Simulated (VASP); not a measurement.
# BAs (F-43m) in VASP: a series of runs

Runs on BAs. Level: LDA. Tasks: electric field gradients.

Program: VASP 6.6.1. These are calculated values, not measurements. Logs are shortened: lines on timing, memory, paths and dates and some standing lists are left out, and cuts for length are marked.

### 1 The cell of the first run

The structure is cubic, space group F-43m (No. 216). The conventional cell has a = 4.819 Å, b = 4.819 Å, c = 4.819 Å, α = 90.00°, β = 90.00°, γ = 90.00°. Within 2.8 Å of B (site symmetry -43m) lie 4 As at 2.09 Å. Within 2.8 Å of As (site symmetry -43m) lie 4 B at 2.09 Å.

### 2 Electric field gradients, LDA

INCAR reads:

```
SYSTEM = BAs
PREC = Accurate
ENCUT = 520
EDIFF = 1E-8
ISMEAR = -1
SIGMA = 0.01
LREAL = .False.
LASPH = .True.
NELM = 80
ALGO = Normal
ISIF = 2
LWAVE = .False.
LCHARG = .False.
LEFG = .True.
NBANDS = 11
```

KPOINTS reads:

```
regular mesh
0
Gamma
  11 11 11
  0 0 0
```

POSCAR reads:

```
BAs
1.0
    0.0000000000      2.4096270000      2.4096270000
    2.4096270000      0.0000000000      2.4096270000
    2.4096270000      2.4096270000      0.0000000000
B As
1 1
Direct
    0.7500000000      0.7500000000      0.7500000000
    0.0000000000      0.0000000000      0.0000000000
```

Potentials or basis: VASP PAW LDA potentials, release 64 (B, As).

On the command line:

```
cat potpaw_LDA.64/B/POTCAR potpaw_LDA.64/As/POTCAR > POTCAR
mpirun -np 1 vasp_std > vasp.out
```

OUTCAR:

```text
SYSTEM = BAs
   PREC = Accurate
   ENCUT = 520
   EDIFF = 1E-8
   ISMEAR = -1
   LREAL = .False.
   LASPH = .True.
   NELM = 80
   ISIF = 2

 ion  position               nearest neighbor table
   1  0.750  0.750  0.750-   2 2.09   2 2.09   2 2.09   2 2.09
   2  0.000  0.000  0.000-   1 2.09   1 2.09   1 2.09   1 2.09

  LATTYP: Found a face centered cubic cell.
 ALAT       =     4.8192540000

  Lattice vectors:

 A1 = (   0.0000000000,   2.4096270000,   2.4096270000)
 A2 = (   2.4096270000,   0.0000000000,   2.4096270000)
 A3 = (   2.4096270000,   2.4096270000,   0.0000000000)

Analysis of symmetry for initial positions (statically):
=====================================================================
 Subroutine PRICEL returns:
 Original cell was already a primitive cell.

 Routine SETGRP: Setting up the symmetry group for a
 face centered cubic supercell.

 Subroutine GETGRP returns: Found 24 space group operations
 (whereof 24 operations were pure point group operations)
 out of a pool of 48 trial point group operations.

The static configuration has the point symmetry T_d .

Analysis of symmetry for dynamics (positions and initial velocities):
=====================================================================
 Subroutine PRICEL returns:
 Original cell was already a primitive cell.

 Routine SETGRP: Setting up the symmetry group for a
 face centered cubic supercell.

 Subroutine GETGRP returns: Found 24 space group operations
 (whereof 24 operations were pure point group operations)
 out of a pool of 48 trial point group operations.

The dynamic configuration has the point symmetry T_d .

 Subroutine INISYM returns: Found 24 space group operations
 (whereof 24 operations are pure point group operations),
 and found     1 'primitive' translations

----------------------------------------------------------------------------------------

                                     Primitive cell

  volume of cell :      27.9820

  direct lattice vectors                    reciprocal lattice vectors
     0.000000000  2.409627000  2.409627000    -0.207500995  0.207500995  0.207500995
     2.409627000  0.000000000  2.409627000     0.207500995 -0.207500995  0.207500995
     2.409627000  2.409627000  0.000000000     0.207500995  0.207500995 -0.207500995

  length of vectors
     3.407727184  3.407727184  3.407727184     0.359402266  0.359402266  0.359402266

  position of ions in fractional coordinates (direct lattice)
     0.750000000  0.750000000  0.750000000
     0.000000000  0.000000000  0.000000000

  ion indices of the primitive-cell ions
   primitive index   ion index
                 1           1
                 2           2

----------------------------------------------------------------------------------------

 KPOINTS: regular mesh

Automatic generation of k-mesh.
 Grid dimensions read from file:
 generate k-points for:   11   11   11

 Generating k-lattice:

  Cartesian coordinates                     Fractional coordinates (reciprocal lattice)
    -0.018863727  0.018863727  0.018863727     0.090909091  0.000000000  0.000000000
     0.018863727 -0.018863727  0.018863727     0.000000000  0.090909091  0.000000000
     0.018863727  0.018863727 -0.018863727     0.000000000  0.000000000  0.090909091

  Length of vectors
     0.032672933  0.032672933  0.032672933

  Shift w.r.t. Gamma in fractional coordinates (k-lattice)
     0.000000000  0.000000000  0.000000000

 Subroutine IBZKPT returns following result:
 ===========================================

 Found     56 irreducible k-points:

 Following reciprocal coordinates:
            Coordinates               Weight
  0.000000  0.000000  0.000000      1.000000
  0.090909  0.000000  0.000000      8.000000
  0.181818  0.000000  0.000000      8.000000
  0.272727  0.000000  0.000000      8.000000
  0.363636  0.000000  0.000000      8.000000
  0.454545  0.000000  0.000000      8.000000
[... 16 lines left out ...]
 -0.272727  0.181818  0.000000     24.000000
 -0.181818  0.181818  0.000000     12.000000
 [... further k-points ...]
   k-points           NKPTS =     56   k-points in BZ     NKDIM =     56   number of bands    NBANDS=     11
   number of dos      NEDOS =    301   number of ions     NIONS =      2
   total plane-waves  NPLWV =  21952
   dimension x,y,z NGX =    28 NGY =   28 NGZ =   28
   dimension x,y,z NGXF=    56 NGYF=   56 NGZF=   56
   ions per type =               1   1
   NGX,Y,Z   is equivalent  to a cutoff of  13.66, 13.66, 13.66 a.u.
   NGXF,Y,Z  is equivalent  to a cutoff of  27.32, 27.32, 27.32 a.u.
 SYSTEM =  BAs
   PREC   = accura    normal or accurate (medium, high low for compatibility)
   ISTART =      0    job   : 0-new  1-cont  2-samecut
   ICHARG =      2    charge: 1-file 2-atom 10-const
   ISPIN  =      1    spin polarized calculation?
   LNONCOLLINEAR =      F non collinear calculations
   LSORBIT =      F    spin-orbit coupling
   LASPH  =      T    aspherical Exc in radial PAW
   ENCUT  =  520.0 eV  38.22 Ry    6.18 a.u.   6.34  6.34  6.34*2*pi/ulx,y,z
   NELM   =     80;   NELMIN=  2; NELMDL= -5     # of ELM steps
   EDIFF  = 0.1E-07   stopping-criterion for ELM
   LREAL  =      F    real-space projection
   EDIFFG = 0.1E-06   stopping-criterion for IOM
   NSW    =      0    number of steps for IOM
   IBRION =     -1    ionic relax: 0-MD 1-quasi-New 2-CG
   NFREE  =      0    steps in history (QN), initial steepest desc. (CG)
   ISIF   =      2    stress and relaxation
   ISYM   =      2    0-nonsym 1-usesym 2-fastsym
   POTIM  = 0.5000    time-step for ionic-motion
   TEBEG  =    0.0;   TEEND  =   0.0 temperature during run
   PSTRESS=    0.0 pullay stress
   NELECT =       8.0000    total number of electrons
   NUPDOWN=      -1.0000    fix difference up-down
   EMIN   =  10.00;   EMAX   =-10.00  energy-range for DOS
   EFERMI =   0.00;   METHOD = LEGACY
   ISMEAR =    -1;   SIGMA  =   0.01  broadening in eV -4-tet -1-fermi 0-gaus
   EFERMI_NEDOS =   21; number of points for ismear=-14 and -15
   IALGO  =     38    algorithm
   IMIX   =      4    mixing-type and parameters
     AMIX     =   0.40;   BMIX     =  1.00
     AMIX_MAG =   1.60;   BMIX_MAG =  1.00
  volume/ion in A,a.u.               =      13.99        94.42
  Fermi-wavevector in a.u.,A,eV,Ry     =   1.078479  2.038030 15.825165  1.163117
  Thomas-Fermi vector in A             =   2.214419
   LORBIT       =      0    0 simple, 1 ext, 2 COOP (PROOUT), +10 PAW based schemes
   GGA     = CA    functional components
   LHFCALC =     F    Hartree Fock is set to
   AEXX    =    0.0000 exact exchange contribution
   IVDW    =     0    specifies the selected vdW correction
   LEPSILON=     F    determine dielectric tensor
   LRPA    =     F    only Hartree local field effects (RPA)
 non-spin polarized calculation
  energy-cutoff  :      520.00
  volume of cell :       27.98
 maximum number of plane-waves:       766
 NGX is ok and might be reduce to    28
   NGX = 13   NGY = 13   NGZ = 13

 number of electron       8.0000000 magnetization

 Free energy of the ion-electron system (eV)
  ---------------------------------------------------
  ext. energy  EPLUGINS =         0.00000000
  ---------------------------------------------------
  free energy    TOTEN  =       -12.89940462 eV

  energy without entropy =      -12.89940462  energy(sigma->0) =      -12.89940462

 E-fermi :   6.0536     XC(G=0): -10.6744

 val. band max:        5.8620067266   @ k =   0.0000   0.0000   0.0000
 cond. band min:       7.0361128299   @ k =   0.3636   0.3636   0.0000
 fundamental gap:      1.1741061032
 Fermi energy:         6.0536089626

 k-point     1 :       0.0000    0.0000    0.0000
  band No.  band energies     occupation
      1      -9.2782      2.00000
      2       5.8620      2.00000
      3       5.8620      2.00000
      4       5.8620      2.00000
      5       9.0779      0.00000
      6       9.0779      0.00000
      7       9.0779      0.00000
      8      10.2203      0.00000
      9      15.0883      0.00000
     10      18.7859      0.00000
     11      18.7859      0.00000

 k-point     2 :       0.0909    0.0000    0.0000
  band No.  band energies     occupation
      1      -9.1461      2.00000
      2       4.6831      2.00000
      3       5.6146      2.00000
      4       5.6146      2.00000
      5       9.1697      0.00000
      6       9.4033      0.00000
      7       9.4033      0.00000
      8      11.0004      0.00000
      9      15.6138      0.00000
     10      17.7946      0.00000
     11      17.7946      0.00000

 k-point     3 :       0.1818    0.0000    0.0000
  band No.  band energies     occupation
      1      -8.7555      2.00000
      2       2.6010      2.00000
      3       5.1139      2.00000
      4       5.1139      2.00000
      5       8.9694      0.00000
      6      10.0435      0.00000
      7      10.0435      0.00000
      8      12.4834      0.00000
      9      16.6121      0.00000
     10      17.0198      0.00000
     11      17.0198      0.00000

 k-point     4 :       0.2727    0.0000    0.0000
  band No.  band energies     occupation
      1      -8.1298      2.00000
      2       0.5198      2.00000
      3       4.6362      2.00000
      4       4.6362      2.00000
      5       8.7092      0.00000
      6      10.5017      0.00000
      7      10.5017      0.00000
      8      13.7589      0.00000
      9      16.8272      0.00000
     10      17.1421      0.00000
     11      17.1421      0.00000
[... 239 lines left out ...]
 k-point    22 :      -0.3636    0.1818    0.0000
  band No.  band energies     occupation
      1      -6.4308      2.00000
      2      -1.8612      2.00000
      3       1.6580      2.00000
      4       3.7225      2.00000
      5       9.1041      0.00000
      6      11.5160      0.00000
      7      11.7889      0.00000
      8      14.5841      0.00000
      9      17.1706      0.00000
     10      17.4962      0.00000
     11      20.4121      0.00000

 k-point    23 :      -0.2727    0.1818    0.0000
  band No.  band energies     occupation
      1      -7.1882      2.00000
      2      -0.5097      2.00000
      3       1.7255      2.00000
      4       4.2510      2.00000
      5       9.4696      0.00000
      6      11.2747      0.00000
      7      11.6579      0.00000
      8      13.3637      0.00000
      9      16.1256      0.00000
     10      17.9396      0.00000
     11      20.3751      0.00000

 k-point    24 :      -0.1818    0.1818    0.0000
  band No.  band energies     occupation
      1      -7.9176      2.00000
      2       0.9727      2.00000
      3       2.3082      2.00000
      4       4.8238      2.00000
      5       9.7024      0.00000
      6      10.5696      0.00000
      7      11.3842      0.00000
      8      12.6338      0.00000
      9      15.6558      0.00000
     10      17.9735      0.00000
     11      19.0531      0.00000

 [... further k-points ...]

------------------------ aborting loop because EDIFF is reached ----------------------------------------

  FORCE on cell =-STRESS in cart. coord.  units (eV):
  Direction    XX          YY          ZZ          XY          YZ          ZX
  --------------------------------------------------------------------------------------
  -------------------------------------------------------------------------------------
  Total       -1.1266896     -1.1266896     -1.1266896      0.0000000     -0.0000000     -0.0000000
  in kB      -64.5112435    -64.5112435    -64.5112435      0.0000000     -0.0000000     -0.0000000
  external PRESSURE =     -64.5112435 kB  Pullay stress =       0.0000000 kB

 VOLUME and BASIS-vectors are now :
 -----------------------------------------------------------------------------
  energy-cutoff  :      520.00
  volume of cell :       27.98
      direct lattice vectors                 reciprocal lattice vectors
     0.000000000  2.409627000  2.409627000    -0.207500995  0.207500995  0.207500995
     2.409627000  0.000000000  2.409627000     0.207500995 -0.207500995  0.207500995
     2.409627000  2.409627000  0.000000000     0.207500995  0.207500995 -0.207500995

 POSITION                                       TOTAL-FORCE (eV/Angst)
 -----------------------------------------------------------------------------------
      3.61444      3.61444      3.61444        -0.000000     -0.000000     -0.000000
      0.00000      0.00000      0.00000         0.000000      0.000000      0.000000
 -----------------------------------------------------------------------------------
    total drift:                               -0.000000     -0.000000     -0.000000

  FREE ENERGIE OF THE ION-ELECTRON SYSTEM (eV)
  ---------------------------------------------------
  free  energy   TOTEN  =       -12.8994046162 eV

  energy  without entropy=      -12.8994046162  energy(sigma->0) =      -12.89940462

 Electric field gradients (V/A^2)
---------------------------------------------------------------------
 ion       V_xx      V_yy      V_zz      V_xy      V_xz      V_yz
---------------------------------------------------------------------
   1       0.000     0.000     0.000    -0.000    -0.000    -0.000
   2      -0.000    -0.000     0.000     0.000     0.000     0.000
---------------------------------------------------------------------

 Electric field gradients after diagonalization (V/A^2)
 (convention: |V_zz| > |V_xx| > |V_yy|)
----------------------------------------------------------------------
 ion       V_xx      V_yy      V_zz     asymmetry (V_yy - V_xx)/ V_zz
----------------------------------------------------------------------
   1       0.000     0.000    -0.000       0.000
   2      -0.000    -0.000     0.000       0.000
----------------------------------------------------------------------

           NMR quadrupolar parameters

 Cq : quadrupolar parameter    Cq=e*Q*V_zz/h
 eta: asymmetry parameters     (V_yy - V_xx)/ V_zz
 Q  : nuclear electric quadrupole moment in mb (millibarn)
----------------------------------------------------------------------
 ion       Cq(MHz)       eta       Q (mb)
----------------------------------------------------------------------
   1      -0.000       0.000       1.000
   2       0.000       0.000       1.000
----------------------------------------------------------------------
```

Run time: 34 s. Hardware: 1 thread of Intel Xeon 8259CL, shared host; peak memory 0.15 GiB.

Results:

```yaml
Free_energy: -12.8994 eV
Pressure: -6.5 GPa
Band_gap_on_the_k_mesh: 1.17 eV, indirect (least direct gap 3.22 eV)
```

Caveat: without QUAD_EFG the Cq values of the log hold for a quadrupole moment of 1 mb, not for the nuclei.

### 3 Electric field gradients, LDA

INCAR reads:

```
PREC = Accurate ; ENCUT = 520
EDIFF = 1E-8 ; ISMEAR = -1
SIGMA = 0.01 ; LREAL = F
LASPH = T ; NELM = 100
ALGO = Normal ; ISIF = 2
LWAVE = F ; LCHARG = F
GGA = CA ; LEFG = T
NBANDS = 11
```

KPOINTS reads:

```
Automatic mesh
0
Gamma
  11 11 11
```

POSCAR is that of step 2.

Potentials or basis: VASP PAW LDA potentials, release 64 (B, As).

On the command line:

```
cat potpaw_LDA.64/B/POTCAR potpaw_LDA.64/As/POTCAR > POTCAR
mpirun -np 1 vasp_std > vasp.out
```

OUTCAR:

```text
PREC = Accurate
   ENCUT = 520
   EDIFF = 1E-8
   ISMEAR = -1
   LREAL = F
   LASPH = T
   NELM = 100
   ISIF = 2
   GGA = CA

 ion  position               nearest neighbor table
   1  0.750  0.750  0.750-   2 2.09   2 2.09   2 2.09   2 2.09
   2  0.000  0.000  0.000-   1 2.09   1 2.09   1 2.09   1 2.09

  LATTYP: Found a face centered cubic cell.
 ALAT       =     4.8192540000

  Lattice vectors:

 A1 = (   0.0000000000,   2.4096270000,   2.4096270000)
 A2 = (   2.4096270000,   0.0000000000,   2.4096270000)
 A3 = (   2.4096270000,   2.4096270000,   0.0000000000)

[... 547 lines left out ...]
  free  energy   TOTEN  =       -12.8994046162 eV

  energy  without entropy=      -12.8994046162  energy(sigma->0) =      -12.89940462

 Electric field gradients (V/A^2)
---------------------------------------------------------------------
 ion       V_xx      V_yy      V_zz      V_xy      V_xz      V_yz
---------------------------------------------------------------------
   1       0.000     0.000     0.000    -0.000    -0.000    -0.000
   2      -0.000    -0.000     0.000     0.000     0.000     0.000
---------------------------------------------------------------------

 Electric field gradients after diagonalization (V/A^2)
 (convention: |V_zz| > |V_xx| > |V_yy|)
----------------------------------------------------------------------
 ion       V_xx      V_yy      V_zz     asymmetry (V_yy - V_xx)/ V_zz
----------------------------------------------------------------------
   1       0.000     0.000    -0.000       0.000
   2      -0.000    -0.000     0.000       0.000
----------------------------------------------------------------------

           NMR quadrupolar parameters

 Cq : quadrupolar parameter    Cq=e*Q*V_zz/h
 eta: asymmetry parameters     (V_yy - V_xx)/ V_zz
 Q  : nuclear electric quadrupole moment in mb (millibarn)
----------------------------------------------------------------------
 ion       Cq(MHz)       eta       Q (mb)
----------------------------------------------------------------------
   1      -0.000       0.000       1.000
   2       0.000       0.000       1.000
----------------------------------------------------------------------
```

OSZICAR:

```text
N       E                     dE             d eps       ncg     rms          rms(c)
DAV:   1     0.665530269967E+01    0.66553E+01   -0.35942E+03  1232   0.621E+02
DAV:   2    -0.129617206187E+02   -0.19617E+02   -0.18888E+02  1555   0.104E+02
DAV:   3    -0.135662538650E+02   -0.60453E+00   -0.60306E+00  1532   0.144E+01
DAV:   4    -0.135678231551E+02   -0.15693E-02   -0.15692E-02  1386   0.882E-01
DAV:   5    -0.135678257086E+02   -0.25535E-05   -0.25535E-05  1464   0.370E-02    0.482E+00
DAV:   6    -0.129847020925E+02    0.58312E+00   -0.15976E+00  1316   0.498E+00    0.228E+00
DAV:   7    -0.129121081101E+02    0.72594E-01   -0.17181E-01  1453   0.208E+00    0.876E-01
DAV:   8    -0.128993749070E+02    0.12733E-01   -0.22417E-02  1409   0.782E-01    0.948E-02
DAV:   9    -0.128993963249E+02   -0.21418E-04   -0.77107E-04  1364   0.167E-01    0.538E-02
DAV:  10    -0.128994032877E+02   -0.69628E-05   -0.76952E-05  1322   0.499E-02    0.121E-02
DAV:  11    -0.128994047491E+02   -0.14614E-05   -0.16609E-06  1480   0.826E-03    0.111E-02
DAV:  12    -0.128994046156E+02    0.13351E-06   -0.83826E-07  1331   0.376E-03    0.307E-03
DAV:  13    -0.128994046162E+02   -0.55411E-09   -0.34585E-08  1444   0.121E-03
   1 F= -.12899405E+02 E0= -.12899405E+02  d E =-.433798E-11
```

Run time: 33 s. Hardware: 1 thread of Intel Xeon 8259CL, shared host; peak memory 0.15 GiB.

Results:

```yaml
Free_energy: -12.8994 eV
Pressure: -6.5 GPa
Band_gap_on_the_k_mesh: 1.17 eV, indirect (least direct gap 3.22 eV)
```

Caveat: without QUAD_EFG the Cq values of the log hold for a quadrupole moment of 1 mb, not for the nuclei. A k mesh can miss the band edges.

[end of part 1 of 2]
